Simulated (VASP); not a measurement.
A run of VASP 6.6.1 is set up as follows.

Contents of INCAR:

```
SYSTEM = I
PREC = Accurate ; ENCUT = 520
EDIFF = 1E-6 ; ISMEAR = 0
SIGMA = 0.020999999999999998 ; LREAL = .False.
LASPH = .True. ; NELM = 60
ALGO = Normal ; ISIF = 2
LWAVE = .False. ; LCHARG = .False.
GGA = PE ; NBANDS = 22
```

The input KPOINTS:

```
Automatic mesh
0
Gamma
  7 7 3
  0 0 0
```

File POSCAR:

```
I
1.0
    3.6350350000     -2.3950200000      0.0000000000
    3.6350350000      2.3950200000      0.0000000000
    0.0000000000      0.0000000000      9.7934400000
I
4
Direct
    0.6493000000      0.3507000000      0.3844000000
    0.1493000000      0.8507000000      0.1156000000
    0.3507000000      0.6493000000      0.6156000000
    0.8507000000      0.1493000000      0.8844000000
```

Potentials or basis: VASP PAW PBE potentials, release 64 (I).

Command:

```sh
$ cat potpaw_PBE.64/I/POTCAR > POTCAR
$ mpirun -np 1 vasp_std > vasp.out
```

(1) Predict the band gap on the k mesh.

(2) What does it give for the pressure?

Answers

(1) 1.33 eV (least direct gap 1.41 eV).

(2) 1.7 GPa.

Caveat: this functional lacks dispersion, which holds the molecules together, so the pressure and a relaxed volume are unreliable; spin-orbit coupling is left out, which moves the levels of the heavy elements.
